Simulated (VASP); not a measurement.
# Si2Ni (Fm-3m) in VASP: notebook

Si2Ni is run at these levels: PBE; tasks: single point.

Everything below comes from runs of VASP 6.6.1. Logs are shortened: lines on timing, memory, paths and dates and some standing lists are left out, and cuts for length are marked.

### 1 The cell of the first run

The structure is cubic, space group Fm-3m (No. 225). Conventional cell: a = 5.392 Å, b = 5.392 Å, c = 5.392 Å, α = 90.00°, β = 90.00°, γ = 90.00°. Within 3.1 Å of Si (site symmetry -43m) lie 4 Ni at 2.33 Å and 6 Si at 2.70 Å. Ni (site symmetry m-3m) has 8 Si at 2.33 Å within 3.1 Å.

### 2 Single point, PBE (volume scaled by 0.97)

INCAR

```
  ALGO = Normal
  EDIFF = 1E-7
  ENCUT = 520
  GGA = PE
  ISIF = 2
  ISMEAR = 0
  LASPH = T
  LCHARG = F
  LREAL = F
  LWAVE = F
  NBANDS = 16
  NELM = 60
  PREC = Accurate
  SIGMA = 0.1
```

KPOINTS

```
k-points
0
Gamma
  14 14 14
```

POSCAR

```
Si2Ni
1.0
    0.0000000000      2.6959207583      2.6959207583
    2.6959207583      0.0000000000      2.6959207583
    2.6959207583      2.6959207583      0.0000000000
Si Ni
2 1
Direct
    0.2500000000      0.2500000000      0.2500000000
    0.7500000000      0.7500000000      0.7500000000
    0.0000000000      0.0000000000      0.0000000000
```

Potentials or basis: VASP PAW PBE potentials, release 64 (Si, Ni).

The run is started by

```console
> cat potpaw_PBE.64/Si/POTCAR potpaw_PBE.64/Ni/POTCAR > POTCAR
> mpirun -np 1 vasp_std > vasp.out
```

OUTCAR:

```text
EDIFF = 1E-7
   ENCUT = 520
   GGA = PE
   ISIF = 2
   ISMEAR = 0
   LASPH = T
   LREAL = F
   NELM = 60
   PREC = Accurate

 ion  position               nearest neighbor table
   1  0.250  0.250  0.250-   3 2.33   3 2.33   3 2.33   3 2.33   2 2.70   2 2.70   2 2.70   2 2.70
                             2 2.70   2 2.70
   2  0.750  0.750  0.750-   3 2.33   3 2.33   3 2.33   3 2.33   1 2.70   1 2.70   1 2.70   1 2.70
                             1 2.70   1 2.70
   3  0.000  0.000  0.000-   2 2.33   2 2.33   2 2.33   1 2.33   2 2.33   1 2.33   1 2.33   1 2.33

  LATTYP: Found a face centered cubic cell.
 ALAT       =     5.3918415166

  Lattice vectors:

 A1 = (   0.0000000000,   2.6959207583,   2.6959207583)
 A2 = (   2.6959207583,   0.0000000000,   2.6959207583)
 A3 = (   2.6959207583,   2.6959207583,   0.0000000000)

Analysis of symmetry for initial positions (statically):
=====================================================================
 Subroutine PRICEL returns:
 Original cell was already a primitive cell.

 Routine SETGRP: Setting up the symmetry group for a
 face centered cubic supercell.

 Subroutine GETGRP returns: Found 48 space group operations
 (whereof 48 operations were pure point group operations)
 out of a pool of 48 trial point group operations.

The static configuration has the point symmetry O_h .

Analysis of symmetry for dynamics (positions and initial velocities):
=====================================================================
 Subroutine PRICEL returns:
 Original cell was already a primitive cell.

 Routine SETGRP: Setting up the symmetry group for a
 face centered cubic supercell.

 Subroutine GETGRP returns: Found 48 space group operations
 (whereof 48 operations were pure point group operations)
 out of a pool of 48 trial point group operations.

The dynamic configuration has the point symmetry O_h .

 Subroutine INISYM returns: Found 48 space group operations
 (whereof 48 operations are pure point group operations),
 and found     1 'primitive' translations

----------------------------------------------------------------------------------------

                                     Primitive cell

  volume of cell :      39.1878

  direct lattice vectors                    reciprocal lattice vectors
     0.000000000  2.695920758  2.695920758    -0.185465392  0.185465392  0.185465392
     2.695920758  0.000000000  2.695920758     0.185465392 -0.185465392  0.185465392
     2.695920758  2.695920758  0.000000000     0.185465392  0.185465392 -0.185465392

  length of vectors
     3.812607699  3.812607699  3.812607699     0.321235482  0.321235482  0.321235482

  position of ions in fractional coordinates (direct lattice)
     0.250000000  0.250000000  0.250000000
     0.750000000  0.750000000  0.750000000
     0.000000000  0.000000000  0.000000000

  ion indices of the primitive-cell ions
   primitive index   ion index
                 1           1
                 2           2
                 3           3

----------------------------------------------------------------------------------------

 KPOINTS: k-points

Automatic generation of k-mesh.
 Grid dimensions read from file:
 generate k-points for:   14   14   14

 Generating k-lattice:

  Cartesian coordinates                     Fractional coordinates (reciprocal lattice)
    -0.013247528  0.013247528  0.013247528     0.071428571  0.000000000  0.000000000
     0.013247528 -0.013247528  0.013247528     0.000000000  0.071428571  0.000000000
     0.013247528  0.013247528 -0.013247528     0.000000000  0.000000000  0.071428571

  Length of vectors
     0.022945392  0.022945392  0.022945392

  Shift w.r.t. Gamma in fractional coordinates (k-lattice)
     0.000000000  0.000000000  0.000000000

 Subroutine IBZKPT returns following result:
 ===========================================

 Found    104 irreducible k-points:

 Following reciprocal coordinates:
            Coordinates               Weight
  0.000000  0.000000  0.000000      1.000000
  0.071429  0.000000  0.000000      8.000000
  0.142857  0.000000  0.000000      8.000000
  0.214286  0.000000  0.000000      8.000000
  0.285714  0.000000  0.000000      8.000000
  0.357143  0.000000  0.000000      8.000000
[... 16 lines left out ...]
  0.214286  0.142857  0.000000     24.000000
  0.285714  0.142857  0.000000     24.000000
 [... further k-points ...]
   k-points           NKPTS =    104   k-points in BZ     NKDIM =    104   number of bands    NBANDS=     16
   number of dos      NEDOS =    301   number of ions     NIONS =      3
   total plane-waves  NPLWV =  21952
   dimension x,y,z NGX =    28 NGY =   28 NGZ =   28
   dimension x,y,z NGXF=    56 NGYF=   56 NGZF=   56
   ions per type =               2   1
   NGX,Y,Z   is equivalent  to a cutoff of  12.21, 12.21, 12.21 a.u.
   NGXF,Y,Z  is equivalent  to a cutoff of  24.42, 24.42, 24.42 a.u.
 SYSTEM =  unknown system
   PREC   = accura    normal or accurate (medium, high low for compatibility)
   ISTART =      0    job   : 0-new  1-cont  2-samecut
   ICHARG =      2    charge: 1-file 2-atom 10-const
   ISPIN  =      1    spin polarized calculation?
   LNONCOLLINEAR =      F non collinear calculations
   LSORBIT =      F    spin-orbit coupling
   LASPH  =      T    aspherical Exc in radial PAW
   ENCUT  =  520.0 eV  38.22 Ry    6.18 a.u.   7.09  7.09  7.09*2*pi/ulx,y,z
   NELM   =     60;   NELMIN=  2; NELMDL= -5     # of ELM steps
   EDIFF  = 0.1E-06   stopping-criterion for ELM
   LREAL  =      F    real-space projection
   EDIFFG = 0.1E-05   stopping-criterion for IOM
   NSW    =      0    number of steps for IOM
   IBRION =     -1    ionic relax: 0-MD 1-quasi-New 2-CG
   NFREE  =      0    steps in history (QN), initial steepest desc. (CG)
   ISIF   =      2    stress and relaxation
   ISYM   =      2    0-nonsym 1-usesym 2-fastsym
   POTIM  = 0.5000    time-step for ionic-motion
   TEBEG  =    0.0;   TEEND  =   0.0 temperature during run
   PSTRESS=    0.0 pullay stress
   NELECT =      18.0000    total number of electrons
   NUPDOWN=      -1.0000    fix difference up-down
   EMIN   =  10.00;   EMAX   =-10.00  energy-range for DOS
   EFERMI =   0.00;   METHOD = LEGACY
   ISMEAR =     0;   SIGMA  =   0.10  broadening in eV -4-tet -1-fermi 0-gaus
   EFERMI_NEDOS =   21; number of points for ismear=-14 and -15
   IALGO  =     38    algorithm
   IMIX   =      4    mixing-type and parameters
     AMIX     =   0.40;   BMIX     =  1.00
     AMIX_MAG =   1.60;   BMIX_MAG =  1.00
  volume/ion in A,a.u.               =      13.06        88.15
  Fermi-wavevector in a.u.,A,eV,Ry     =   1.263131  2.386972 21.708109  1.595501
  Thomas-Fermi vector in A             =   2.396504
   LORBIT       =      0    0 simple, 1 ext, 2 COOP (PROOUT), +10 PAW based schemes
   GGA     = PE    functional components
   LHFCALC =     F    Hartree Fock is set to
   AEXX    =    0.0000 exact exchange contribution
   IVDW    =     0    specifies the selected vdW correction
   LEPSILON=     F    determine dielectric tensor
   LRPA    =     F    only Hartree local field effects (RPA)
 non-spin polarized calculation
 Gauss-broadening in eV      SIGMA  =   0.10
  energy-cutoff  :      520.00
  volume of cell :       39.19
 maximum number of plane-waves:      1067
   NGX = 15   NGY = 15   NGZ = 15

 number of electron      17.9999996 magnetization

 Free energy of the ion-electron system (eV)
  ---------------------------------------------------
  ext. energy  EPLUGINS =         0.00000000
  ---------------------------------------------------
  free energy    TOTEN  =       -17.35502532 eV

  energy without entropy =      -17.35069822  energy(sigma->0) =      -17.35286177

 E-fermi :  10.6163     XC(G=0): -11.6226

 val. band max:       10.5750926901   @ k =  -0.0714   0.0714   0.0000
 cond. band min:      10.6416601999   @ k =  -0.2143   0.1429   0.0000
 fundamental gap:      0.0665675098
 Fermi energy:        10.6162804532

 k-point     1 :       0.0000    0.0000    0.0000
  band No.  band energies     occupation
      1      -3.3575      2.00000
      2       5.3196      2.00000
      3       5.3196      2.00000
      4       5.3196      2.00000
      5       7.0215      2.00000
      6       7.0215      2.00000
[... 8 lines left out ...]
     15      15.3128      0.00000
     16      15.3128      0.00000

 k-point     2 :       0.0714    0.0000    0.0000
  band No.  band energies     occupation
      1      -3.2813      2.00000
      2       5.1652      2.00000
      3       5.3441      2.00000
      4       5.3441      2.00000
      5       7.0068      2.00000
      6       7.0068      2.00000
[... 8 lines left out ...]
     15      14.9935      0.00000
     16      15.1742      0.00000

 k-point     3 :       0.1429    0.0000    0.0000
  band No.  band energies     occupation
      1      -3.0538      2.00000
      2       4.7249      2.00000
      3       5.4129      2.00000
      4       5.4129      2.00000
      5       6.9720      2.00000
      6       6.9720      2.00000
[... 8 lines left out ...]
     15      14.8344      0.00000
     16      15.2168      0.00000

 k-point     4 :       0.2143    0.0000    0.0000
  band No.  band energies     occupation
      1      -2.6778      2.00000
      2       4.0440      2.00000
      3       5.5112      2.00000
      4       5.5112      2.00000
      5       6.9429      2.00000
      6       6.9429      2.00000
[... 8 lines left out ...]
     15      15.5316      0.00000
     16      16.2438      0.00000
[... 324 lines left out ...]
 k-point    22 :       0.1429    0.1429    0.0000
  band No.  band energies     occupation
      1      -2.9527      2.00000
      2       4.7843      2.00000
      3       5.3604      2.00000
      4       5.3604      2.00000
      5       6.7583      2.00000
      6       7.0965      2.00000
[... 8 lines left out ...]
     15      15.9897      0.00000
     16      15.9897      0.00000

 k-point    23 :       0.2143    0.1429    0.0000
  band No.  band energies     occupation
      1      -2.6768      2.00000
      2       4.4087      2.00000
      3       5.4043      2.00000
      4       5.4304      2.00000
      5       6.6112      2.00000
      6       7.1250      2.00000
[... 8 lines left out ...]
     15      16.6734      0.00000
     16      16.7782      0.00000

 k-point    24 :       0.2857    0.1429    0.0000
  band No.  band energies     occupation
      1      -2.2550      2.00000
      2       3.7842      2.00000
      3       5.4818      2.00000
      4       5.5260      2.00000
      5       6.4871      2.00000
      6       7.1546      2.00000
[... 8 lines left out ...]
     15      17.6605      0.00000
     16      17.9119      0.00000

 [... further k-points ...]

------------------------ aborting loop because EDIFF is reached ----------------------------------------

  FORCE on cell =-STRESS in cart. coord.  units (eV):
  Direction    XX          YY          ZZ          XY          YZ          ZX
  --------------------------------------------------------------------------------------
  -------------------------------------------------------------------------------------
  Total        1.1423917      1.1423917      1.1423917      0.0000000      0.0000000     -0.0000000
  in kB       46.7061683     46.7061683     46.7061683      0.0000000      0.0000000     -0.0000000
  external PRESSURE =      46.7061683 kB  Pullay stress =       0.0000000 kB

 VOLUME and BASIS-vectors are now :
 -----------------------------------------------------------------------------
  energy-cutoff  :      520.00
  volume of cell :       39.19
      direct lattice vectors                 reciprocal lattice vectors
     0.000000000  2.695920758  2.695920758    -0.185465392  0.185465392  0.185465392
     2.695920758  0.000000000  2.695920758     0.185465392 -0.185465392  0.185465392
     2.695920758  2.695920758  0.000000000     0.185465392  0.185465392 -0.185465392

 POSITION                                       TOTAL-FORCE (eV/Angst)
 -----------------------------------------------------------------------------------
      1.34796      1.34796      1.34796        -0.000000     -0.000000     -0.000000
      4.04388      4.04388      4.04388         0.000000      0.000000      0.000000
      0.00000      0.00000      0.00000        -0.000000      0.000000     -0.000000
 -----------------------------------------------------------------------------------
    total drift:                               -0.000000     -0.000000      0.000000

  FREE ENERGIE OF THE ION-ELECTRON SYSTEM (eV)
  ---------------------------------------------------
  free  energy   TOTEN  =       -17.3550253220 eV

  energy  without entropy=      -17.3506982167  energy(sigma->0) =      -17.35286177
```

It took 2.1 min on 1 thread of Intel Xeon 8259CL, shared host; peak memory 0.2 GiB.

Results:

```yaml
Free_energy: -17.3550 eV
Pressure: 4.7 GPa
Band_gap_on_the_k_mesh: zero (band 9 reaches 12.28 eV, above the bottom of band 10 at 10.16 eV)
```

Caveat: the cell differs from its parent crystal (volume scaled by 0.97).

### 3 Single point, PBE

This run uses another cell than the first one, of 13.47 Å³/atom, 1.031 times its volume.

INCAR

```
  PREC = Accurate
  ENCUT = 520
  EDIFF = 1E-6
  ISMEAR = 0
  SIGMA = 0.1
  LREAL = F
  LASPH = T
  NELM = 60
  ALGO = Normal
  ISIF = 2
  LWAVE = F
  LCHARG = T
  GGA = PE
  LELF = T
  LVHAR = T
  NBANDS = 16
```

KPOINTS

```
Automatic mesh
0
Gamma
  14 14 14
```

POSCAR

```
Si2Ni
1.0
    0.0000000000      2.7234320539      2.7234320539
    2.7234320539      0.0000000000      2.7234320539
    2.7234320539      2.7234320539      0.0000000000
Si Ni
2 1
Direct
    0.2500000000      0.2500000000      0.2500000000
    0.7500000000      0.7500000000      0.7500000000
    0.0000000000      0.0000000000      0.0000000000
```

Potentials or basis: VASP PAW PBE potentials, release 64 (Si, Ni).

The run is started by

```console
> cat potpaw_PBE.64/Si/POTCAR potpaw_PBE.64/Ni/POTCAR > POTCAR
> mpirun -np 1 vasp_std > vasp.out
```

OUTCAR:

```text
PREC = Accurate
   ENCUT = 520
   EDIFF = 1E-6
   ISMEAR = 0
   LREAL = F
   LASPH = T
   NELM = 60
   ISIF = 2
   GGA = PE

 ion  position               nearest neighbor table
   1  0.250  0.250  0.250-   3 2.36   3 2.36   3 2.36   3 2.36   2 2.72   2 2.72   2 2.72   2 2.72
                             2 2.72   2 2.72
   2  0.750  0.750  0.750-   3 2.36   3 2.36   3 2.36   3 2.36   1 2.72   1 2.72   1 2.72   1 2.72
                             1 2.72   1 2.72
   3  0.000  0.000  0.000-   2 2.36   2 2.36   2 2.36   1 2.36   2 2.36   1 2.36   1 2.36   1 2.36

  LATTYP: Found a face centered cubic cell.
 ALAT       =     5.4468641078

  Lattice vectors:

 A1 = (   0.0000000000,   2.7234320539,   2.7234320539)
 A2 = (   2.7234320539,   0.0000000000,   2.7234320539)
 A3 = (   2.7234320539,   2.7234320539,   0.0000000000)

Analysis of symmetry for initial positions (statically):
=====================================================================
 Subroutine PRICEL returns:
 Original cell was already a primitive cell.

 Routine SETGRP: Setting up the symmetry group for a
 face centered cubic supercell.

[... 172 lines left out ...]
 cond. band min:      10.1573036656   @ k =  -0.4286   0.4286   0.0714
 fundamental gap:      0.1015679543
 Fermi energy:        10.1375734726

 k-point     1 :       0.0000    0.0000    0.0000
  band No.  band energies     occupation
      1      -3.5165      2.00000
      2       5.0707      2.00000
      3       5.0707      2.00000
      4       5.0707      2.00000
      5       6.7414      2.00000
      6       6.7414      2.00000
[... 433 lines left out ...]
      3       5.2252      2.00000
      4       5.2709      2.00000
      5       6.2191      2.00000
      6       6.8667      2.00000
[... 8 lines left out ...]
     15      17.1619      0.00000
     16      17.3739      0.00000

 [... further k-points ...]

------------------------ aborting loop because EDIFF is reached ----------------------------------------

  FORCE on cell =-STRESS in cart. coord.  units (eV):
  Direction    XX          YY          ZZ          XY          YZ          ZX
  --------------------------------------------------------------------------------------
  -------------------------------------------------------------------------------------
  Total       -0.0357799     -0.0357799     -0.0357799      0.0000000     -0.0000000      0.0000000
  in kB       -1.4189587     -1.4189587     -1.4189587      0.0000000     -0.0000000      0.0000000
  external PRESSURE =      -1.4189587 kB  Pullay stress =       0.0000000 kB

 VOLUME and BASIS-vectors are now :
 -----------------------------------------------------------------------------
  energy-cutoff  :      520.00
  volume of cell :       40.40
      direct lattice vectors                 reciprocal lattice vectors
     0.000000000  2.723432054  2.723432054    -0.183591876  0.183591876  0.183591876
     2.723432054  0.000000000  2.723432054     0.183591876 -0.183591876  0.183591876
     2.723432054  2.723432054  0.000000000     0.183591876  0.183591876 -0.183591876

 POSITION                                       TOTAL-FORCE (eV/Angst)
 -----------------------------------------------------------------------------------
      1.36172      1.36172      1.36172         0.000000      0.000000      0.000000
      4.08515      4.08515      4.08515        -0.000000     -0.000000     -0.000000
      0.00000      0.00000      0.00000        -0.000000      0.000000     -0.000000
 -----------------------------------------------------------------------------------
    total drift:                                0.000000     -0.000000     -0.000000

  FREE ENERGIE OF THE ION-ELECTRON SYSTEM (eV)
  ---------------------------------------------------
  free  energy   TOTEN  =       -17.3722613113 eV

  energy  without entropy=      -17.3682047390  energy(sigma->0) =      -17.37023303
```

OSZICAR:

```text
N       E                     dE             d eps       ncg     rms          rms(c)
DAV:   1     0.627159366601E+02    0.62716E+02   -0.77055E+03  3352   0.113E+03
DAV:   2    -0.161087970707E+02   -0.78825E+02   -0.72012E+02  3648   0.209E+02
DAV:   3    -0.193308361120E+02   -0.32220E+01   -0.31711E+01  4416   0.464E+01
DAV:   4    -0.193810896587E+02   -0.50254E-01   -0.50228E-01  3952   0.557E+00
DAV:   5    -0.193824195806E+02   -0.13299E-02   -0.13299E-02  4328   0.958E-01    0.162E+01
DAV:   6    -0.244038315052E+02   -0.50214E+01   -0.41728E+01  3432   0.150E+02    0.256E+01
DAV:   7    -0.175294091860E+02    0.68744E+01   -0.12465E+01  4144   0.925E+01    0.386E+00
DAV:   8    -0.174091707018E+02    0.12024E+00   -0.16851E+00  4496   0.209E+01    0.255E+00
DAV:   9    -0.173732284351E+02    0.35942E-01   -0.24095E-01  4056   0.815E+00    0.608E-01
DAV:  10    -0.173721984943E+02    0.10299E-02   -0.66594E-03  4968   0.129E+00    0.327E-01
DAV:  11    -0.173722291686E+02   -0.30674E-04   -0.95745E-04  3896   0.361E-01    0.311E-02
DAV:  12    -0.173722574170E+02   -0.28248E-04   -0.55489E-05  4352   0.562E-02    0.238E-02
DAV:  13    -0.173722607594E+02   -0.33424E-05   -0.21257E-05  3704   0.683E-02    0.735E-03
DAV:  14    -0.173722613113E+02   -0.55197E-06   -0.10015E-06  3080   0.733E-03
   1 F= -.17372261E+02 E0= -.17370233E+02  d E =-.405657E-02
```

stdout:

```text
POSCAR found type information on POSCAR SiNi
 POSCAR found :  2 types and       3 ions
 scaLAPACK will be used
 LDA part: xc-table for (Slater+PW92), standard interpolation
 POSCAR, INCAR and KPOINTS ok, starting setup
 FFT: planning ... GRIDC
 FFT: planning ... GRID_SOFT
 FFT: planning ... GRID
 WAVECAR not read
 entering main loop
```

It took 2.5 min on 1 thread of Intel Xeon 8259CL, shared host; peak memory 0.21 GiB.

Results:

- Free energy: -17.3723 eV
- Pressure: -0.1 GPa
- Band gap on the k mesh: zero (band 9 reaches 11.80 eV, above the bottom of band 10 at 9.65 eV)

Spin polarisation is off, so any magnetic state and its effect on volume and gap are missing.
